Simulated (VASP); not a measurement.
Input of a VASP 6.6.1 run:

INCAR

```
PREC = Accurate
ENCUT = 520
EDIFF = 1E-7
ISMEAR = 0
SIGMA = 0.1
LREAL = False
LASPH = True
NELM = 80
ALGO = Normal
ISIF = 2
LWAVE = False
LCHARG = False
GGA = PS
NBANDS = 18
```

KPOINTS

```
Automatic mesh
0
Gamma
  10 10 10
```

The input POSCAR:

```
Si4B
1.0
   -2.5647107814      2.5647107814      2.5647107814
    2.5647107814     -2.5647107814      2.5647107814
    2.5647107814      2.5647107814     -2.5647107814
Si B
4 1
Direct
    0.0000000000      0.0000000000      0.5000000000
    0.0000000000      0.5000000000      0.0000000000
    0.5000000000      0.0000000000      0.0000000000
    0.5000000000      0.5000000000      0.5000000000
    0.0000000000      0.0000000000      0.0000000000
```

Potentials or basis: VASP PAW PBE potentials, release 64 (Si, B).

Run with:

```console
$ cat potpaw_PBE.64/Si/POTCAR potpaw_PBE.64/B/POTCAR > POTCAR
$ mpirun -np 1 vasp_std > vasp.out
```

**Question.** Predict the pressure.

**Answer.** 0.1 GPa.

Caveat: the PAW data sets were made with another functional, which shifts forces and pressure a little.
